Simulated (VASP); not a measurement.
Wanted: the native input for a VASP 6.6.1 run.

| Property | Result |
| --- | --- |
| Task | single point |
| Functional | revPBE |
| Potentials or basis | VASP PAW PBE potentials, release 64 (Li_sv) |
| Cutoff | 520 eV |
| k mesh | 13 × 13 × 4 |
| Occupations | fermi-dirac, width 0.1 eV |
| Spin | no spin polarisation |
| Dipole correction | no |
| Further INCAR settings | ALGO = Normal; EDIFF = 1e-06; NBANDS = 14 |

The structure of Li lies in POSCAR:

```
Li
1.0
    3.1862481099      0.0000000000      0.0000000000
   -1.5931240549      2.7593718059      0.0000000000
    0.0000000000      0.0000000000     10.3846884039
Li
4
Direct
    1.0000000000      0.0000000000      0.0000000000
    0.0000000000      0.0000000000      0.5000000000
    0.3333333333      0.6666666667      0.2500000000
    0.6666666667      0.3333333333      0.7500000000
```

This isn't the form of Li at room conditions, which is bcc.

These files were run (other wordings do the same):

INCAR

```
ALGO = Normal
EDIFF = 1E-6
ENCUT = 520
GGA = RE
ISIF = 2
ISMEAR = -1
LASPH = True
LCHARG = False
LREAL = False
LWAVE = False
NBANDS = 14
NELM = 60
PREC = Accurate
SIGMA = 0.1
```

KPOINTS

```
k-points
0
Gamma
  13 13 4
```

Potentials or basis: VASP PAW PBE potentials, release 64 (Li_sv).

The run is started by

```bash
$ cat potpaw_PBE.64/Li_sv/POTCAR > POTCAR
$ mpirun -np 1 vasp_std > vasp.out
```

Results of the run:

```yaml
Band_gap_on_the_k_mesh: zero (bands 6 and 7 overlap by 3.91 eV)
```

Run time: 50 s on 1 thread of Intel(R) Xeon(R) Platinum 8488C (Sapphire Rapids), on a shared host, peak memory 0.22 GiB.
